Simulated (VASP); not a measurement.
# H (Cmcm) in VASP: notebook

The runs below take H through single point, with LDA.

Everything below comes from runs of VASP 6.6.1. Logs are shortened: lines on timing, memory, paths and dates and some standing lists are left out, and cuts for length are marked.

### Step 1. The cell of the first run

It takes space group Cmcm (No. 63, orthorhombic). Conventional cell: a = 3.099 Å, b = 5.136 Å, c = 6.314 Å, α = 90.00°, β = 90.00°, γ = 90.00°. Within 1.0 Å of H (site symmetry m) lie 1 H at 0.70 Å.

### Step 2. Single point, LDA (strain -0.0600 x Voigt [1, 1, 0, 0, 0, 0])

Contents of INCAR:

```
SYSTEM = H
ALGO = Normal ; EDIFF = 1E-7
ENCUT = 520 ; ISIF = 2
ISMEAR = 0 ; LASPH = .True.
LCHARG = .False. ; LREAL = .False.
LWAVE = .False. ; NBANDS = 10
NELM = 60 ; PREC = Accurate
SIGMA = 0.05
```

Contents of KPOINTS:

```
k-points
0
Gamma
  8 8 4
  0 0 0
```

Contents of POSCAR:

```
H
1.0
    1.5496199484     -2.5677869362      0.0000000000
    1.5496199484      2.5677869362      0.0000000000
    0.0000000000      0.0000000000      6.3137686200
H
4
Direct
    0.5678085000      0.4321915000      0.9995149500
    0.4321915000      0.5678085000      0.0004850500
    0.4321915000      0.5678085000      0.4995149500
    0.5678085000      0.4321915000      0.5004850500
```

Potentials or basis: VASP PAW LDA potentials, release 64 (H).

Command:

```sh
> cat potpaw_LDA.64/H/POTCAR > POTCAR
> mpirun -np 1 vasp_std > vasp.out
```

OUTCAR:

```text
SYSTEM = H
   EDIFF = 1E-7
   ENCUT = 520
   ISIF = 2
   ISMEAR = 0
   LASPH = .True.
   LREAL = .False.
   NELM = 60
   PREC = Accurate

 ion  position               nearest neighbor table
   1  0.568  0.432  1.000-   2 0.70
   2  0.432  0.568  0.000-   1 0.70
   3  0.432  0.568  0.500-   4 0.70
   4  0.568  0.432  0.500-   3 0.70

  LATTYP: Found a base centered orthorhombic cell.
 ALAT       =     3.0992398968
 B/A-ratio  =     1.6570430310
 C/A-ratio  =     2.0371990650

  Lattice vectors:

 A1 = (   1.5496199484,  -2.5677869362,   0.0000000000)
 A2 = (   1.5496199484,   2.5677869362,   0.0000000000)
 A3 = (   0.0000000000,   0.0000000000,   6.3137686200)

Analysis of symmetry for initial positions (statically):
=====================================================================
 Subroutine PRICEL returns:
 Original cell was already a primitive cell.

 Routine SETGRP: Setting up the symmetry group for a
 base centered orthorhombic supercell.

 Subroutine GETGRP returns: Found  8 space group operations
 (whereof  4 operations were pure point group operations)
 out of a pool of  8 trial point group operations.

The static configuration has the point symmetry C_2h.
 The point group associated with its full space group is D_2h.

Analysis of symmetry for dynamics (positions and initial velocities):
=====================================================================
 Subroutine PRICEL returns:
 Original cell was already a primitive cell.

 Routine SETGRP: Setting up the symmetry group for a
 base centered orthorhombic supercell.

 Subroutine GETGRP returns: Found  8 space group operations
 (whereof  4 operations were pure point group operations)
 out of a pool of  8 trial point group operations.

The dynamic configuration has the point symmetry C_2h.
 The point group associated with its full space group is D_2h.

 Subroutine INISYM returns: Found  8 space group operations
 (whereof  4 operations are pure point group operations),
 and found     1 'primitive' translations

----------------------------------------------------------------------------------------

                                     Primitive cell

  volume of cell :      50.2462

  direct lattice vectors                    reciprocal lattice vectors
     1.549619948 -2.567786936  0.000000000     0.322659760 -0.194720206  0.000000000
     1.549619948  2.567786936  0.000000000     0.322659760  0.194720206  0.000000000
     0.000000000  0.000000000  6.313768620     0.000000000  0.000000000  0.158384011
[... 99 lines left out ...]
   NELECT =       4.0000    total number of electrons
   NUPDOWN=      -1.0000    fix difference up-down
   EMIN   =  10.00;   EMAX   =-10.00  energy-range for DOS
   EFERMI =   0.00;   METHOD = LEGACY
   ISMEAR =     0;   SIGMA  =   0.05  broadening in eV -4-tet -1-fermi 0-gaus
   EFERMI_NEDOS =   21; number of points for ismear=-14 and -15
   IALGO  =     38    algorithm
   IMIX   =      4    mixing-type and parameters
     AMIX     =   0.40;   BMIX     =  1.00
     AMIX_MAG =   1.60;   BMIX_MAG =  1.00
  volume/ion in A,a.u.               =      12.56        84.77
  Fermi-wavevector in a.u.,A,eV,Ry     =   0.704251  1.330841  6.748066  0.495969
  Thomas-Fermi vector in A             =   1.789441
   LORBIT       =      0    0 simple, 1 ext, 2 COOP (PROOUT), +10 PAW based schemes
   GGA     = CA    functional components
   LHFCALC =     F    Hartree Fock is set to
   AEXX    =    0.0000 exact exchange contribution
   IVDW    =     0    specifies the selected vdW correction
   LEPSILON=     F    determine dielectric tensor
   LRPA    =     F    only Hartree local field effects (RPA)
 non-spin polarized calculation
 Gauss-broadening in eV      SIGMA  =   0.05
  energy-cutoff  :      520.00
  volume of cell :       50.25
 maximum number of plane-waves:      1376
 NGX is ok and might be reduce to    24
   NGX = 11   NGY = 11   NGZ = 23

 number of electron       4.0000000 magnetization

 Free energy of the ion-electron system (eV)
  ---------------------------------------------------
  ext. energy  EPLUGINS =         0.00000000
  ---------------------------------------------------
  free energy    TOTEN  =       -13.34161002 eV

  energy without entropy =      -13.34161002  energy(sigma->0) =      -13.34161002

 E-fermi :  -8.2159     XC(G=0):  -5.5719

 val. band max:       -8.4429610390   @ k =   0.3750   0.3750   0.0000
 cond. band min:      -0.2855225425   @ k =   0.5000   0.5000   0.0000
 fundamental gap:      8.1574384966
 Fermi energy:        -8.2158589685

 k-point     1 :       0.0000    0.0000    0.0000
  band No.  band energies     occupation
      1     -10.8508      2.00000
      2     -10.1161      2.00000
      3       0.1674      0.00000
      4       3.9335      0.00000
      5       9.1455      0.00000
      6       9.4613      0.00000
      7      10.1623      0.00000
      8      10.9725      0.00000
      9      13.0679      0.00000
     10      14.5373      0.00000
[... 287 lines left out ...]
 k-point    24 :       0.2500    0.0000    0.2500
  band No.  band energies     occupation
      1     -10.0782      2.00000
      2      -9.6275      2.00000
      3       1.7846      0.00000
      4       2.5753      0.00000
      5       5.3088      0.00000
      6       7.0480      0.00000
      7       9.8790      0.00000
      8      10.5526      0.00000
      9      11.4688      0.00000
     10      12.3287      0.00000

 [... further k-points ...]

------------------------ aborting loop because EDIFF is reached ----------------------------------------

  FORCE on cell =-STRESS in cart. coord.  units (eV):
  Direction    XX          YY          ZZ          XY          YZ          ZX
  --------------------------------------------------------------------------------------
  -------------------------------------------------------------------------------------
  Total       -0.1833993      3.8250560     -0.1596466      0.0000000      0.0000000      0.0000000
  in kB       -5.8479749    121.9678973     -5.0905812      0.0000000      0.0000000      0.0000000
  external PRESSURE =      37.0097804 kB  Pullay stress =       0.0000000 kB

 VOLUME and BASIS-vectors are now :
 -----------------------------------------------------------------------------
  energy-cutoff  :      520.00
  volume of cell :       50.25
      direct lattice vectors                 reciprocal lattice vectors
     1.549619948 -2.567786936  0.000000000     0.322659760 -0.194720206  0.000000000
     1.549619948  2.567786936  0.000000000     0.322659760  0.194720206  0.000000000
     0.000000000  0.000000000  6.313768620     0.000000000  0.000000000  0.158384011

 POSITION                                       TOTAL-FORCE (eV/Angst)
 -----------------------------------------------------------------------------------
      1.54962     -0.34824      6.31071         0.000000     -2.923419     -0.025943
      1.54962      0.34824      0.00306         0.000000      2.923419      0.025943
      1.54962      0.34824      3.15382         0.000000      2.923419     -0.025943
      1.54962     -0.34824      3.15995         0.000000     -2.923419      0.025943
 -----------------------------------------------------------------------------------
    total drift:                                0.000000      0.000000     -0.000000

  FREE ENERGIE OF THE ION-ELECTRON SYSTEM (eV)
  ---------------------------------------------------
  free  energy   TOTEN  =       -13.3416100163 eV

  energy  without entropy=      -13.3416100163  energy(sigma->0) =      -13.34161002
```

OSZICAR:

```text
N       E                     dE             d eps       ncg     rms          rms(c)
DAV:   1    -0.698281251774E+01   -0.69828E+01   -0.16258E+03  1260   0.291E+02
DAV:   2    -0.146608613958E+02   -0.76780E+01   -0.76084E+01  1636   0.485E+01
DAV:   3    -0.148695789559E+02   -0.20872E+00   -0.20863E+00  1518   0.742E+00
DAV:   4    -0.148701187931E+02   -0.53984E-03   -0.53983E-03  1444   0.453E-01
DAV:   5    -0.148701207696E+02   -0.19765E-05   -0.19765E-05  1488   0.273E-02    0.704E+00
DAV:   6    -0.137926626054E+02    0.10775E+01   -0.61738E-01  1314   0.285E+00    0.372E+00
DAV:   7    -0.133357127301E+02    0.45695E+00   -0.10605E+00  1308   0.389E+00    0.416E-01
DAV:   8    -0.133432523510E+02   -0.75396E-02   -0.10767E-02  1304   0.376E-01    0.229E-01
DAV:   9    -0.133415860088E+02    0.16663E-02   -0.29601E-03  1376   0.192E-01    0.267E-02
DAV:  10    -0.133416018444E+02   -0.15836E-04   -0.74403E-05  1366   0.411E-02    0.122E-02
DAV:  11    -0.133416099623E+02   -0.81179E-05   -0.46291E-06  1336   0.761E-03    0.662E-04
DAV:  12    -0.133416100163E+02   -0.54007E-07   -0.74074E-08  1424   0.133E-03
   1 F= -.13341610E+02 E0= -.13341610E+02  d E =-.243604E-12
```

It took 14 s on 1 thread of Intel Xeon Platinum 8375C at 2.90GHz (Ice Lake), shared host; peak memory 0.15 GiB.

What came out:

```yaml
Free_energy: -13.3416 eV
Pressure: 3.7 GPa
Largest_force: 2.924 eV/Å
Band_gap_on_the_k_mesh: 8.16 eV
```

Forces in eV/Å, atoms in the order of the input:
```
H    0.000 -2.923 -0.026
H    0.000  2.923  0.026
H    0.000  2.923 -0.026
H    0.000 -2.923  0.026
```

Stress tensor (GPa, compression positive):
```
-0.58  0.00  0.00
 0.00 12.20  0.00
 0.00  0.00 -0.51
```

Caveat: the cell differs from its parent crystal (strain -0.0600 x Voigt [1, 1, 0, 0, 0, 0]); forces of over 1 eV/Å act on the atoms, so gaps and moduli don't describe the material at rest. A k mesh can miss the band edges.

### Step 3. Single point, LDA (strain -0.0450 x Voigt [1, 1, 0, 0, 0, 0])

Contents of INCAR:

```
PREC = Accurate
ENCUT = 520
EDIFF = 1E-7
ISMEAR = 0
SIGMA = 0.05
LREAL = F
LASPH = T
NELM = 60
ALGO = Normal
ISIF = 2
LWAVE = F
LCHARG = F
GGA = CA
NBANDS = 10
```

Contents of KPOINTS:

```
regular mesh
0
Gamma
  8 8 4
```

Changes to POSCAR since step 2:

```diff
@@ -2,4 +2,4 @@
 1.0
-    1.5496199484     -2.5677869362      0.0000000000
-    1.5496199484      2.5677869362      0.0000000000
+    1.5743479263     -2.6087622596      0.0000000000
+    1.5743479263      2.6087622596      0.0000000000
     0.0000000000      0.0000000000      6.3137686200
```

Potentials or basis: VASP PAW LDA potentials, release 64 (H).

Command:

```sh
> cat potpaw_LDA.64/H/POTCAR > POTCAR
> mpirun -np 1 vasp_std > vasp.out
```

OUTCAR:

```text
PREC = Accurate
   ENCUT = 520
   EDIFF = 1E-7
   ISMEAR = 0
   LREAL = F
   LASPH = T
   NELM = 60
   ISIF = 2
   GGA = CA

 ion  position               nearest neighbor table
   1  0.568  0.432  1.000-   2 0.71
   2  0.432  0.568  0.000-   1 0.71
   3  0.432  0.568  0.500-   4 0.71
   4  0.568  0.432  0.500-   3 0.71

  LATTYP: Found a base centered orthorhombic cell.
 ALAT       =     3.1486958526
 B/A-ratio  =     1.6570430310
 C/A-ratio  =     2.0052011739

  Lattice vectors:

 A1 = (   1.5743479263,  -2.6087622596,   0.0000000000)
 A2 = (   1.5743479263,   2.6087622596,   0.0000000000)
 A3 = (   0.0000000000,   0.0000000000,   6.3137686200)

Analysis of symmetry for initial positions (statically):
=====================================================================
 Subroutine PRICEL returns:
 Original cell was already a primitive cell.

 Routine SETGRP: Setting up the symmetry group for a
 base centered orthorhombic supercell.

 Subroutine GETGRP returns: Found  8 space group operations
[... 181 lines left out ...]
      2     -10.0146      2.00000
      3       0.1837      0.00000
      4       3.8057      0.00000
      5       8.8329      0.00000
      6       9.5021      0.00000
      7       9.6210      0.00000
      8      10.4479      0.00000
      9      12.8330      0.00000
     10      13.9872      0.00000
[... 287 lines left out ...]
 k-point    24 :       0.2500    0.0000    0.2500
  band No.  band energies     occupation
      1     -10.0197      2.00000
      2      -9.5640      2.00000
      3       1.7463      0.00000
      4       2.4266      0.00000
      5       5.1165      0.00000
      6       6.8853      0.00000
      7       9.5081      0.00000
      8      10.1257      0.00000
      9      11.1265      0.00000
     10      11.9629      0.00000

 [... further k-points ...]

------------------------ aborting loop because EDIFF is reached ----------------------------------------

  FORCE on cell =-STRESS in cart. coord.  units (eV):
  Direction    XX          YY          ZZ          XY          YZ          ZX
  --------------------------------------------------------------------------------------
  -------------------------------------------------------------------------------------
  Total       -0.1936768      3.1114736     -0.1577560      0.0000000      0.0000000      0.0000000
  in kB       -5.9832122     96.1220051     -4.8735175      0.0000000      0.0000000      0.0000000
  external PRESSURE =      28.4217584 kB  Pullay stress =       0.0000000 kB

 VOLUME and BASIS-vectors are now :
 -----------------------------------------------------------------------------
  energy-cutoff  :      520.00
  volume of cell :       51.86
      direct lattice vectors                 reciprocal lattice vectors
     1.574347926 -2.608762260  0.000000000     0.317591805 -0.191661773  0.000000000
     1.574347926  2.608762260  0.000000000     0.317591805  0.191661773  0.000000000
     0.000000000  0.000000000  6.313768620     0.000000000  0.000000000  0.158384011

 POSITION                                       TOTAL-FORCE (eV/Angst)
 -----------------------------------------------------------------------------------
      1.57435     -0.35379      6.31071         0.000000     -2.385006     -0.020878
      1.57435      0.35379      0.00306         0.000000      2.385006      0.020878
      1.57435      0.35379      3.15382         0.000000      2.385006     -0.020878
      1.57435     -0.35379      3.15995         0.000000     -2.385006      0.020878
 -----------------------------------------------------------------------------------
    total drift:                                0.000000      0.000000     -0.000000

  FREE ENERGIE OF THE ION-ELECTRON SYSTEM (eV)
  ---------------------------------------------------
  free  energy   TOTEN  =       -13.3954794556 eV

  energy  without entropy=      -13.3954794556  energy(sigma->0) =      -13.39547946
```

OSZICAR:

```text
N       E                     dE             d eps       ncg     rms          rms(c)
DAV:   1    -0.671126944281E+01   -0.67113E+01   -0.15141E+03  1260   0.279E+02
DAV:   2    -0.146497595796E+02   -0.79385E+01   -0.78491E+01  1656   0.503E+01
DAV:   3    -0.148772937869E+02   -0.22753E+00   -0.22742E+00  1506   0.765E+00
DAV:   4    -0.148779252505E+02   -0.63146E-03   -0.63145E-03  1484   0.471E-01
DAV:   5    -0.148779274149E+02   -0.21645E-05   -0.21645E-05  1456   0.272E-02    0.689E+00
DAV:   6    -0.138334846663E+02    0.10444E+01   -0.59785E-01  1314   0.279E+00    0.365E+00
DAV:   7    -0.133895727230E+02    0.44391E+00   -0.10299E+00  1306   0.381E+00    0.408E-01
DAV:   8    -0.133970535438E+02   -0.74808E-02   -0.10690E-02  1302   0.374E-01    0.223E-01
DAV:   9    -0.133954551686E+02    0.15984E-02   -0.28538E-03  1364   0.187E-01    0.255E-02
DAV:  10    -0.133954712533E+02   -0.16085E-04   -0.69106E-05  1350   0.398E-02    0.119E-02
DAV:  11    -0.133954794031E+02   -0.81498E-05   -0.45727E-06  1358   0.756E-03    0.660E-04
DAV:  12    -0.133954794556E+02   -0.52503E-07   -0.74300E-08  1400   0.130E-03
   1 F= -.13395479E+02 E0= -.13395479E+02  d E =-.782082E-17
```

stdout:

```text
POSCAR found type information on POSCAR H
 POSCAR found :  1 types and       4 ions
 scaLAPACK will be used
 LDA part: xc-table for (Slater(with rela. corr.)+CA(PZ))
 , standard interpolation
 POSCAR, INCAR and KPOINTS ok, starting setup
 FFT: planning ... GRIDC
 FFT: planning ... GRID_SOFT
 FFT: planning ... GRID
 WAVECAR not read
 entering main loop
```

Run time: 14 s. Hardware: 1 thread of Intel Xeon Platinum 8375C at 2.90GHz (Ice Lake), shared host; peak memory 0.14 GiB.

Results:

- Free energy: -13.3955 eV
- Pressure: 2.8 GPa
- Largest force: 2.385 eV/Å
- Band gap on the k mesh: 8.06 eV

Forces on the atoms (eV/Å):
```
H    0.000 -2.385 -0.021
H    0.000  2.385  0.021
H    0.000  2.385 -0.021
H    0.000 -2.385  0.021
```

Levels at points of the mesh, in eV from the valence-band top:
| k point | band 1 | band 2 | band 3 | band 4 | band 5 | band 6 | band 7 |
| --- | --- | --- | --- | --- | --- | --- | --- |
| (0.00, 0.00, 0.00) | -2.30 | -1.56 | 8.63 | 12.26 | 17.28 | 17.95 | 18.07 |
| (0.50, 0.00, 0.00) | -0.83 | -0.33 | 8.91 | 11.18 | 13.00 | 14.66 | 16.12 |
| (0.50, 0.50, 0.00) | -0.48 | -0.02 | 8.07 | 9.96 | 13.56 | 14.71 | 15.63 |
| (0.00, 0.00, 0.50) | -1.96 | -1.96 | 10.27 | 10.27 | 17.15 | 17.15 | 18.45 |
| (0.50, 0.00, 0.50) | -0.59 | -0.59 | 9.72 | 9.72 | 14.52 | 14.52 | 16.92 |
| (0.50, 0.50, 0.50) | -0.26 | -0.26 | 8.79 | 8.79 | 14.80 | 14.80 | 17.67 |

Caveat: the cell differs from its parent crystal (strain -0.0450 x Voigt [1, 1, 0, 0, 0, 0]); forces of over 1 eV/Å act on the atoms, so gaps and moduli don't describe the material at rest.
